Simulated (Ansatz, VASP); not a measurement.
## N in VASP and in Ansatz

File POSCAR:

```
N
1.0
    3.6290016496      0.0000000000      0.0000000000
   -1.8145008248      3.1428076190      0.0000000000
    0.0000000000      0.0000000000      5.8900000000
N
2
Direct
    0.3640678212      0.6891658733      0.2160441426
    0.6666666667      0.3333333333      0.7500000000
```

Contents of INCAR.step1:

```
SYSTEM = N
ALGO     = Normal         ! electronic algorithm
EDIFF    = 1E-4           ! SCF threshold, eV
ENCUT    = 520            ! plane-wave cutoff, eV
GGA      = PE             ! functional
ISMEAR   = 0              ! smearing method
ISPIN    = 2              ! spin polarisation
LASPH    = .TRUE.         ! aspherical terms in the spheres
LCHARG   = .FALSE.        ! write CHGCAR
LREAL    = .FALSE.        ! projectors in reciprocal space
LWAVE    = .TRUE.         ! write WAVECAR
MAGMOM   = 3.2 3.2        ! initial moments
NBANDS   = 16             ! bands
NELM     = 150            ! most SCF steps
PREC     = Accurate       ! precision mode
SIGMA    = 0.05           ! smearing width, eV
```

INCAR.step2

```
SYSTEM = N
ALGO     = Normal         ! electronic algorithm
EDIFF    = 1E-6           ! SCF threshold, eV
ENCUT    = 520            ! plane-wave cutoff, eV
ISIF     = 2              ! what is computed and relaxed
ISMEAR   = 0              ! smearing method
ISPIN    = 2              ! spin polarisation
ISTART   = 1            
LASPH    = .TRUE.         ! aspherical terms in the spheres
LCHARG   = .FALSE.        ! write CHGCAR
LMIXTAU  = .TRUE.       
LORBIT   = 11             ! projections on sites
LREAL    = .FALSE.        ! projectors in reciprocal space
LWAVE    = .FALSE.        ! write WAVECAR
MAGMOM   = 3.2 3.2        ! initial moments
METAGGA  = R2SCAN         ! meta-GGA
NBANDS   = 16             ! bands
NELM     = 150            ! most SCF steps
PREC     = Accurate       ! precision mode
SIGMA    = 0.05           ! smearing width, eV
```

KPOINTS

```
k-points
0
G
  6 6 4
  0 0 0
```

Input for Ansatz:

```yaml
crystal:
  lattice:
    - [3.6290016496, 0.0, 0.0]
    - [-1.8145008248, 3.142807619, 0.0]
    - [0.0, 0.0, 5.89]
  atoms:
    - { symbol: "N", position: [0.3640678212, 0.6891658733, 0.2160441426], spin: 3.2 }
    - { symbol: "N", position: [0.6666666667, 0.3333333333, 0.75], spin: 3.2 }
basis:
  ecutwfc: 500
kpoints:
  mp_grid: { grid: [6, 6, 4] }
hamiltonian:
  xc: r2scan
scf:
  occupations: { method: gaussian, width: 0.05 }
output:
  forces: true
  stress: true
  eigenvalues: true
  populations: true
magnetization:
  spin_polarized: true
```

Alike in both runs: task single point; functional r2SCAN; k mesh 6 × 6 × 4; occupations gaussian, width 0.05 eV; collinear spin.

```csv
,VASP,Ansatz
version,VASP 6.6.1,Ansatz 0.2.0
potentials or method,"VASP PAW PBE potentials, release 64 (N), cutoff 520 eV","scalar-relativistic, plane waves, PAW"
valence electrons in the cell,10,10
```

```csv
,VASP,Ansatz,Ansatz less VASP
gap on the k mesh at the Fermi level (eV),3.92,3.92,-0.003
least direct gap on the mesh (eV),3.92,3.92,-0.003
pressure (GPa),0.2,0.4,+0.15
rms of the force components (eV/Å),0.028,0.027,-0.0005
net moment per atom (μB),3.00,3.00,0.000
size of the moment on the site where the two differ most (μB),1.99,2.87,+0.883
```

VASP's potentials were made for PBE, not for r2SCAN. Site moments also hang on the region over which each program counts them. Atom by atom the forces differ by 0.000 eV/Å (rms over components). Ansatz's warnings: stability check not made.
